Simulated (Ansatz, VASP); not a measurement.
## KCl, level by level in two programs

```
K Cl
1.0
     0.00000    3.14647    3.14647
     3.14647    0.00000    3.14647
     3.14647    3.14647    0.00000
K Cl
1 1
Direct
  0.00000 0.00000 0.00000
  0.50000 0.50000 0.50000
```

Single points on this cell with VASP 6.6.1 and Ansatz 0.2.0. Each row is one pair of runs. Alike in all rows: spin: off; k mesh: 4 × 4 × 4; smearing: fermi-dirac, width 0.05 eV; VASP's potentials, cutoff: VASP PAW PBE potentials, release 64 (K_sv, Cl), 520 eV; Ansatz's potentials, cutoff: Ansatz PAW, 420 eV.

```tsv
level	gap on the k mesh at the Fermi level (eV), VASP	gap on the k mesh at the Fermi level (eV), Ansatz	least direct gap on the mesh (eV), VASP	least direct gap on the mesh (eV), Ansatz	pressure (GPa), VASP	pressure (GPa), Ansatz
HSE06	6.50	6.50	6.50	6.50	0.5	0.5
PBE	5.19	5.19	5.19	5.19	0.8	0.8
PBE-based global hybrid	6.01	6.00	6.01	6.00	0.6	0.6
```

Gap on the k mesh at the fermi level (eV): the two programs differ by at most 0.004; least direct gap on the mesh (eV): the two programs differ by at most 0.004; pressure (GPa): the two programs differ by at most 0.03.

The k mesh is coarse, so the values compare programs but aren't converged.
